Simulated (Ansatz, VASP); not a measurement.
## AlRu in VASP and in Ansatz

The input POSCAR:

```
AlRu
1.0
    2.9916000000      0.0000000000      0.0000000000
    0.0000000000      2.9916000000      0.0000000000
    0.0000000000      0.0000000000      2.9916000000
Ru Al
1 1
Direct
    0.4908160000      0.5166880000      0.5246310000
   -0.0018090000     -0.0392530000     -0.0254800000
```

File INCAR.step1:

```
SYSTEM = AlRu
PREC     = Accurate       ! precision mode
ENCUT    = 660            ! plane-wave cutoff, eV
ISMEAR   = -5             ! smearing method
SIGMA    = 0.05           ! smearing width, eV
LREAL    = .False.        ! projectors in reciprocal space
LASPH    = .True.         ! aspherical terms in the spheres
NELM     = 200            ! most SCF steps
LMAXMIX  = 4              ! l up to which the mixer works
LDAU     = .True.         ! DFT+U
LDAUTYPE = 2            
LDAUL    = 2 -1           ! shell
LDAUU    = 4.5 0          ! U, eV
LDAUJ    = 0 0          
NBANDS   = 16             ! bands
GGA      = PE             ! functional
ALGO     = Normal         ! electronic algorithm
EDIFF    = 1E-5           ! SCF threshold, eV
LWAVE    = .True.         ! write WAVECAR
LCHARG   = .False.        ! write CHGCAR
GGA_COMPAT= .False.
```

INCAR.step2

```
SYSTEM = AlRu
PREC     = Accurate       ! precision mode
ENCUT    = 660            ! plane-wave cutoff, eV
EDIFF    = 1E-6           ! SCF threshold, eV
ISMEAR   = -5             ! smearing method
SIGMA    = 0.05           ! smearing width, eV
LREAL    = .False.        ! projectors in reciprocal space
LASPH    = .True.         ! aspherical terms in the spheres
NELM     = 200            ! most SCF steps
ALGO     = Normal         ! electronic algorithm
ISIF     = 2              ! what is computed and relaxed
LWAVE    = .False.        ! write WAVECAR
LCHARG   = .False.        ! write CHGCAR
LMAXMIX  = 4              ! l up to which the mixer works
LDAU     = .True.         ! DFT+U
LDAUTYPE = 2            
LDAUL    = 2 -1           ! shell
LDAUU    = 4.5 0          ! U, eV
LDAUJ    = 0 0          
LDAUPRINT= 1            
METAGGA  = R2SCAN         ! meta-GGA
LMIXTAU  = .True.       
IVDW     = 13             ! dispersion correction
VDW_S6   = 1.0          
VDW_S8   = 0.6018749    
VDW_A1   = 0.51559235   
VDW_A2   = 5.77342911   
NBANDS   = 16             ! bands
ISTART   = 1            
GGA_COMPAT= .False.
```

The input KPOINTS:

```
regular mesh
0
Gamma
  9 9 9
  0 0 0
```

input.yaml

```yaml
crystal:
  lattice:
    - [2.9916, 0.0, 0.0]
    - [0.0, 2.9916, 0.0]
    - [0.0, 0.0, 2.9916]
  atoms:
    - { symbol: Ru, position: [0.490816, 0.516688, 0.524631] }
    - { symbol: Al, position: [-0.001809, -0.039253, -0.02548] }
hamiltonian:
  xc: r2scan
  pseudopotentials: { kind: paw }
  dispersion: d4
  hubbard: { sites: [{ species: Ru, l: d, u_eff: 4.5 }] }
kpoints:
  mp_grid: { grid: [9, 9, 9] }
scf:
  occupations: { method: tetrahedron }
output:
  forces: true
  stress: true
```

Change from the starting cell: atoms moved at random, drawn with an rms of 0.15 Å.

Alike in both runs: task single point; functional r2SCAN; dispersion D4; k mesh 9 × 9 × 9; occupations tetrahedron; no spin polarisation; Hubbard terms Ru d U = 4.5 eV.

|  | VASP | Ansatz |
| --- | --- | --- |
| version | VASP 6.6.1 | Ansatz 0.2.0 |
| potentials or method | VASP PAW PBE potentials, release 64 (Ru_sv, Al) | Ansatz PAW |
| plane-wave cutoff (eV) | 660 | 500 |
| valence electrons in the cell | 19 | 19 |

```tsv
	VASP	Ansatz	Ansatz less VASP
gap on the k mesh at the Fermi level (eV)	none	none	-
pressure (GPa)	0.1	-2.1	-2.20
traceless stress, the component that is largest in VASP (GPa)	3.89	3.74	-0.153
rms of the force components (eV/Å)	1.027	0.944	-0.0836
```

VASP's potentials were made for PBE, not for r2SCAN. The programs project onto different local orbitals, so the same U acts differently, and such runs can settle in different states. Atom by atom the forces differ by 0.084 eV/Å (rms over components). A gap of «none» marks a metal or a gap that the smearing closes.
